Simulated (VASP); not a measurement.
Write the native input for VASP 6.6.1 that does the following.

```
Task                   : single point
Functional             : PBE
Dispersion             : D3(BJ)
Potentials or basis    : VASP PAW PBE potentials, release 64 (Si)
Cutoff                 : 520 eV
k mesh                 : 24 × 24 × 14
Occupations            : gaussian, width 0.15 eV
Spin                   : no spin polarisation
Dipole correction      : no
Further INCAR settings : ALGO = Normal; EDIFF = 1e-07; NBANDS = 11
```

The structure of Si lies in POSCAR:

```
Si
1.0
    2.5710724045      0.0000000000      0.0000000000
   -1.2855362023      2.2266140173      0.0000000000
    0.0000000000      0.0000000000      4.5089914857
Si
2
Direct
    0.3333333333      0.6666666667      0.2500000000
    0.6666666667      0.3333333333      0.7500000000
```

This isn't the form of Si at room conditions, which is diamond.

This cell differs from its parent crystal: strain -0.0250 x Voigt [1, 1, 0, 0, 0, 0].

The input as run:

INCAR

```
ALGO = Normal
EDIFF = 1E-7
ENCUT = 520
GGA = PE
ISIF = 2
ISMEAR = 0
IVDW = 12
LASPH = True
LCHARG = True
LELF = True
LREAL = False
LVHAR = True
LWAVE = False
NBANDS = 11
NELM = 80
PREC = Accurate
SIGMA = 0.15
```

KPOINTS

```
k-points
0
Gamma
  24 24 14
```

Potentials or basis: VASP PAW PBE potentials, release 64 (Si).

The run is started by

```console
$ cat potpaw_PBE.64/Si/POTCAR > POTCAR
$ mpirun -np 1 vasp_std > vasp.out
```

It gave:

- Pressure: 5.6 GPa
- Band gap on the k mesh: zero (bands 4 and 5 overlap by 14.25 eV)
- Dispersion energy per atom: -0.483 eV

Caveat: the cell differs from its parent crystal (strain -0.0250 x Voigt [1, 1, 0, 0, 0, 0]); the cell stands under pressure.

It took 43 s on 1 thread of Intel(R) Xeon(R) 6975P-C (Granite Rapids), with other jobs on the host, peak memory 0.22 GiB.
